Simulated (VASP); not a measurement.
# Pd (Pm-3m) in VASP: a series of runs

Pd is run at these levels: PBE; tasks: single point.

All numbers are computed with VASP 6.6.1; they aren't measurements. Logs are shortened: lines on timing, memory, paths and dates and some standing lists are left out, and cuts for length are marked.

### Step 1. The cell of the first run

It takes space group Pm-3m (No. 221, cubic). The conventional cell has a = 2.506 Å, b = 2.506 Å, c = 2.506 Å, α = 90.00°, β = 90.00°, γ = 90.00°. Pd (site symmetry m-3m) has 6 Pd at 2.51 Å within 3.3 Å.

This isn't the form of Pd at room conditions, which is fcc.

### Step 2. Single point, PBE, collinear spin (15.73 Å³/atom)

The input, INCAR:

```
PREC = Accurate ; ENCUT = 500
EDIFF = 1E-6 ; ISMEAR = -1
SIGMA = 0.05 ; LREAL = False
LASPH = True ; NELM = 200
ALGO = Normal ; ISIF = 2
LWAVE = False ; LCHARG = True
ISPIN = 2 ; MAGMOM = 0.5
LORBIT = 11 ; LMAXMIX = 4
GGA = PE ; LELF = True
LVHAR = True ; NBANDS = 15
GGA_COMPAT = False
```

The input, KPOINTS:

```
Automatic mesh
0
Gamma
  14 14 14
```

The input, POSCAR:

```
Pd
1.0
    2.5058264553      0.0000000000      0.0000000000
    0.0000000000      2.5058264553      0.0000000000
    0.0000000000      0.0000000000      2.5058264553
Pd
1
Direct
    0.0000000000      0.0000000000      0.0000000000
```

Potentials or basis: VASP PAW PBE potentials, release 64 (Pd).

Run with:

```sh
cat potpaw_PBE.64/Pd/POTCAR > POTCAR
mpirun -np 1 vasp_std > vasp.out
```

OUTCAR:

```text
PREC = Accurate
   ENCUT = 500
   EDIFF = 1E-6
   ISMEAR = -1
   LREAL = False
   LASPH = True
   NELM = 200
   ISIF = 2
   ISPIN = 2
   LORBIT = 11
   GGA = PE

 ion  position               nearest neighbor table
   1  0.000  0.000  0.000-

  LATTYP: Found a simple cubic cell.
 ALAT       =     2.5058264553

  Lattice vectors:

 A1 = (   2.5058264553,   0.0000000000,   0.0000000000)
 A2 = (   0.0000000000,   2.5058264553,   0.0000000000)
 A3 = (   0.0000000000,   0.0000000000,   2.5058264553)

Analysis of symmetry for initial positions (statically):
=====================================================================
 Subroutine PRICEL returns:
 Original cell was already a primitive cell.

 Routine SETGRP: Setting up the symmetry group for a
 simple cubic supercell.

 Subroutine GETGRP returns: Found 48 space group operations
 (whereof 48 operations were pure point group operations)
 out of a pool of 48 trial point group operations.

The static configuration has the point symmetry O_h .

Analysis of symmetry for dynamics (positions and initial velocities):
=====================================================================
 Subroutine PRICEL returns:
 Original cell was already a primitive cell.

 Routine SETGRP: Setting up the symmetry group for a
 simple cubic supercell.

 Subroutine GETGRP returns: Found 48 space group operations
 (whereof 48 operations were pure point group operations)
 out of a pool of 48 trial point group operations.

The dynamic configuration has the point symmetry O_h .

Analysis of structural, dynamic, and magnetic symmetry:
=====================================================================
 Subroutine PRICEL returns:
 Original cell was already a primitive cell.

 Routine SETGRP: Setting up the symmetry group for a
 simple cubic supercell.

 Subroutine GETGRP returns: Found 48 space group operations
 (whereof 48 operations were pure point group operations)
 out of a pool of 48 trial point group operations.

The overall configuration has the point symmetry O_h .

 Subroutine INISYM returns: Found 48 space group operations
 (whereof 48 operations are pure point group operations),
 and found     1 'primitive' translations

----------------------------------------------------------------------------------------

                                     Primitive cell

  volume of cell :      15.7345

  direct lattice vectors                    reciprocal lattice vectors
     2.505826455  0.000000000  0.000000000     0.399069935  0.000000000  0.000000000
     0.000000000  2.505826455  0.000000000     0.000000000  0.399069935  0.000000000
     0.000000000  0.000000000  2.505826455     0.000000000  0.000000000  0.399069935

  length of vectors
     2.505826455  2.505826455  2.505826455     0.399069935  0.399069935  0.399069935

  position of ions in fractional coordinates (direct lattice)
     0.000000000  0.000000000  0.000000000

  ion indices of the primitive-cell ions
   primitive index   ion index
                 1           1

----------------------------------------------------------------------------------------

 KPOINTS: Automatic mesh

Automatic generation of k-mesh.
 Grid dimensions read from file:
 generate k-points for:   14   14   14

 Generating k-lattice:

  Cartesian coordinates                     Fractional coordinates (reciprocal lattice)
     0.028504995  0.000000000  0.000000000     0.071428571  0.000000000  0.000000000
     0.000000000  0.028504995  0.000000000     0.000000000  0.071428571  0.000000000
     0.000000000  0.000000000  0.028504995     0.000000000  0.000000000  0.071428571

  Length of vectors
     0.028504995  0.028504995  0.028504995

  Shift w.r.t. Gamma in fractional coordinates (k-lattice)
     0.000000000  0.000000000  0.000000000

 Subroutine IBZKPT returns following result:
 ===========================================

 Found    120 irreducible k-points:

 Following reciprocal coordinates:
            Coordinates               Weight
  0.000000  0.000000  0.000000      1.000000
  0.071429  0.000000  0.000000      6.000000
  0.142857  0.000000  0.000000      6.000000
  0.214286  0.000000  0.000000      6.000000
  0.285714  0.000000  0.000000      6.000000
  0.357143  0.000000  0.000000      6.000000
[... 16 lines left out ...]
  0.285714  0.214286  0.000000     24.000000
  0.357143  0.214286  0.000000     24.000000
 [... further k-points ...]
   k-points           NKPTS =    120   k-points in BZ     NKDIM =    120   number of bands    NBANDS=     15
   number of dos      NEDOS =    301   number of ions     NIONS =      1
   total plane-waves  NPLWV =   5832
   dimension x,y,z NGX =    18 NGY =   18 NGZ =   18
   dimension x,y,z NGXF=    36 NGYF=   36 NGZF=   36
   ions per type =               1
   NGX,Y,Z   is equivalent  to a cutoff of  11.94, 11.94, 11.94 a.u.
   NGXF,Y,Z  is equivalent  to a cutoff of  23.88, 23.88, 23.88 a.u.
 SYSTEM =  unknown system
   PREC   = accura    normal or accurate (medium, high low for compatibility)
   ISTART =      0    job   : 0-new  1-cont  2-samecut
   ICHARG =      2    charge: 1-file 2-atom 10-const
   ISPIN  =      2    spin polarized calculation?
   LNONCOLLINEAR =      F non collinear calculations
   LSORBIT =      F    spin-orbit coupling
   LASPH  =      T    aspherical Exc in radial PAW
   ENCUT  =  500.0 eV  36.75 Ry    6.06 a.u.   4.57  4.57  4.57*2*pi/ulx,y,z
   NELM   =    200;   NELMIN=  2; NELMDL= -5     # of ELM steps
   EDIFF  = 0.1E-05   stopping-criterion for ELM
   LREAL  =      F    real-space projection
[... 7 lines left out ...]
   TEBEG  =    0.0;   TEEND  =   0.0 temperature during run
   PSTRESS=    0.0 pullay stress
   NELECT =      10.0000    total number of electrons
   NUPDOWN=      -1.0000    fix difference up-down
   EMIN   =  10.00;   EMAX   =-10.00  energy-range for DOS
   EFERMI =   0.00;   METHOD = LEGACY
   ISMEAR =    -1;   SIGMA  =   0.05  broadening in eV -4-tet -1-fermi 0-gaus
   EFERMI_NEDOS =   21; number of points for ismear=-14 and -15
   IALGO  =     38    algorithm
   IMIX   =      4    mixing-type and parameters
     AMIX     =   0.40;   BMIX     =  1.00
     AMIX_MAG =   1.60;   BMIX_MAG =  1.00
  volume/ion in A,a.u.               =      15.73       106.18
  Fermi-wavevector in a.u.,A,eV,Ry     =   1.407528  2.659843 26.954995  1.981136
  Thomas-Fermi vector in A             =   2.529778
   LORBIT       =     11    0 simple, 1 ext, 2 COOP (PROOUT), +10 PAW based schemes
   GGA     = PE    functional components
   LHFCALC =     F    Hartree Fock is set to
   AEXX    =    0.0000 exact exchange contribution
   IVDW    =     0    specifies the selected vdW correction
   LEPSILON=     F    determine dielectric tensor
   LRPA    =     F    only Hartree local field effects (RPA)
 spin polarized calculation
  energy-cutoff  :      500.00
  volume of cell :       15.73
 maximum number of plane-waves:       432
   NGX =  9   NGY =  9   NGZ =  9

 number of electron      10.0000000 magnetization      -0.0047427

 number of electron      10.0000000 magnetization       0.0005656

 Free energy of the ion-electron system (eV)
  ---------------------------------------------------
  ext. energy  EPLUGINS =         0.00000000
  ---------------------------------------------------
  free energy    TOTEN  =        -4.59094249 eV

  energy without entropy =       -4.57759979  energy(sigma->0) =       -4.58427114

 E-fermi :   9.0318     XC(G=0): -12.6514

 val. band max:        9.0213131462   @ k =   0.3571   0.0714   0.0714
 cond. band min:       9.0398441593   @ k =   0.2143   0.0714   0.0000
 fundamental gap:      0.0185310131
 Fermi energy:         9.0318094213

 spin component 1

 k-point     1 :       0.0000    0.0000    0.0000
  band No.  band energies     occupation
      1       2.2428      1.00000
      2       3.6715      1.00000
      3       3.6715      1.00000
      4       9.0738      0.30137
      5       9.0738      0.30137
      6       9.0738      0.30137
      7      26.3905      0.00000
      8      26.3905      0.00000
      9      26.3905      0.00000
     10      33.4350      0.00000
     11      33.4350      0.00000
     12      33.5407      0.00000
     13      35.6805      0.00000
     14      40.1239      0.00000
     15      40.1239      0.00000
[... 397 lines left out ...]
 k-point    24 :       0.3571    0.2143    0.0000
  band No.  band energies     occupation
      1       4.3940      1.00000
      2       5.0962      1.00000
      3       6.1917      1.00000
      4       7.6231      1.00000
      5       8.4863      0.99998
      6       9.2037      0.03112
      7      17.6755      0.00000
      8      24.4999      0.00000
      9      29.3520      0.00000
     10      32.6142      0.00000
     11      33.1443      0.00000
     12      35.4412      0.00000
     13      38.3274      0.00000
     14      39.2799      0.00000
     15      40.4170      0.00000

 [... further k-points ...]

 spin component 2

 k-point     1 :       0.0000    0.0000    0.0000
  band No.  band energies     occupation
      1       2.2428      1.00000
      2       3.6718      1.00000
      3       3.6718      1.00000
      4       9.0745      0.29866
      5       9.0745      0.29866
      6       9.0745      0.29865
      7      26.3905      0.00000
      8      26.3905      0.00000
      9      26.3905      0.00000
     10      33.4350      0.00000
     11      33.4350      0.00000
     12      33.5404      0.00000
     13      35.6810      0.00000
     14      40.1241      0.00000
     15      40.1241      0.00000
[... 397 lines left out ...]
 k-point    24 :       0.3571    0.2143    0.0000
  band No.  band energies     occupation
      1       4.3942      1.00000
      2       5.0965      1.00000
      3       6.1921      1.00000
      4       7.6237      1.00000
      5       8.4869      0.99998
      6       9.2039      0.03100
      7      17.6756      0.00000
      8      24.4999      0.00000
      9      29.3521      0.00000
     10      32.6142      0.00000
     11      33.1444      0.00000
     12      35.4419      0.00000
     13      38.3275      0.00000
     14      39.2800      0.00000
     15      40.4171      0.00000

 [... further k-points ...]

------------------------ aborting loop because EDIFF is reached ----------------------------------------

  FORCE on cell =-STRESS in cart. coord.  units (eV):
  Direction    XX          YY          ZZ          XY          YZ          ZX
  --------------------------------------------------------------------------------------
  -------------------------------------------------------------------------------------
  Total        2.0700768      2.0700768      2.0700768      0.0000000     -0.0000000     -0.0000000
  in kB      210.7871244    210.7871244    210.7871244      0.0000000     -0.0000000     -0.0000000
  external PRESSURE =     210.7871244 kB  Pullay stress =       0.0000000 kB

 VOLUME and BASIS-vectors are now :
 -----------------------------------------------------------------------------
  energy-cutoff  :      500.00
  volume of cell :       15.73
      direct lattice vectors                 reciprocal lattice vectors
     2.505826455  0.000000000  0.000000000     0.399069935  0.000000000  0.000000000
     0.000000000  2.505826455  0.000000000     0.000000000  0.399069935  0.000000000
     0.000000000  0.000000000  2.505826455     0.000000000  0.000000000  0.399069935

 POSITION                                       TOTAL-FORCE (eV/Angst)
 -----------------------------------------------------------------------------------
      0.00000      0.00000      0.00000         0.000000      0.000000      0.000000
 -----------------------------------------------------------------------------------
    total drift:                                0.000000      0.000000      0.000000

  FREE ENERGIE OF THE ION-ELECTRON SYSTEM (eV)
  ---------------------------------------------------
  free  energy   TOTEN  =        -4.5909424916 eV

  energy  without entropy=       -4.5775997866  energy(sigma->0) =       -4.58427114

 total charge

# of ion       s       p       d       tot
------------------------------------------
    1        0.552   0.436   8.588   9.575

 magnetization (x)

# of ion       s       p       d       tot
------------------------------------------
    1        0.000  -0.000   0.000   0.000
```

It took 17 s on 1 thread of Intel Xeon 6975P-C (Granite Rapids), shared host; peak memory 0.15 GiB.

What came out:

- Free energy: -4.5909 eV
- Pressure: 21.1 GPa
- Band gap on the k mesh: zero (filled and empty bands overlap)
- Net moment: 0.00 μB per cell
- Valence electrons inside the program's atomic spheres: Pd 9.57

Caveat: the cell stands under pressure.

### Step 3. Single point, PBE, collinear spin (16.45 Å³/atom)

This run uses another cell than the first one, of 16.45 Å³/atom.

The input, INCAR:

```
SYSTEM = Pd
PREC = Accurate
ENCUT = 500
EDIFF = 1E-6
ISMEAR = -1
SIGMA = 0.05
LREAL = .FALSE.
LASPH = .TRUE.
NELM = 200
ALGO = Normal
ISIF = 2
LWAVE = .FALSE.
LCHARG = .FALSE.
ISPIN = 2
MAGMOM = 0.5
LORBIT = 11
LMAXMIX = 4
GGA = PE
NBANDS = 15
GGA_COMPAT = .FALSE.
```

The input, KPOINTS:

```
regular mesh
0
G
  14 14 14
  0 0 0
```

The input, POSCAR:

```
Pd
1.0
    2.5432323649      0.0000000000      0.0000000000
    0.0000000000      2.5432323649      0.0000000000
    0.0000000000      0.0000000000      2.5432323649
Pd
1
Direct
    0.0000000000      0.0000000000      0.0000000000
```

Potentials or basis: VASP PAW PBE potentials, release 64 (Pd).

Run with:

```sh
cat potpaw_PBE.64/Pd/POTCAR > POTCAR
mpirun -np 1 vasp_std > vasp.out
```

It took 19 s on 1 thread of Intel Xeon 6975P-C (Granite Rapids), shared host; peak memory 0.16 GiB.

Results (log left out):

| Quantity | Value |
| --- | --- |
| Free energy | -4.6644 eV |
| Pressure | 12.1 GPa |
| Band gap on the k mesh | zero (filled and empty bands overlap) |
| Net moment | 0.00 μB per cell |
| Valence electrons inside the program's atomic spheres | Pd 9.48 |

Levels at points of the mesh, in eV from the Fermi level:
Spin up:
```csv
k point,band 3,band 4,band 5,band 6,band 7,band 8
"(0.00, 0.00, 0.00)",-5.02,0.03,0.03,0.03,17.03,17.03
"(0.50, 0.00, 0.00)",-1.72,-1.72,0.19,0.19,5.29,18.50
"(0.50, 0.50, 0.00)",-1.39,-1.39,1.31,5.67,5.67,12.50
"(0.50, 0.50, 0.50)",-4.33,1.42,1.42,10.99,11.76,11.76
```
Spin down:
```csv
k point,band 2,band 3,band 4,band 5,band 6,band 7,band 8,band 9
"(0.00, 0.00, 0.00)",-5.02,-5.02,0.03,0.03,0.03,17.03,17.03,17.03
"(0.50, 0.00, 0.00)",-4.28,-1.72,-1.72,0.19,0.19,5.29,18.50,21.77
"(0.50, 0.50, 0.00)",-3.75,-1.39,-1.39,1.31,5.67,5.67,12.50,12.82
"(0.50, 0.50, 0.50)",-4.33,-4.33,1.42,1.42,10.99,11.76,11.76,11.76
```

Caveat: the cell stands under pressure.

(Part 1 of 2 ends here.)
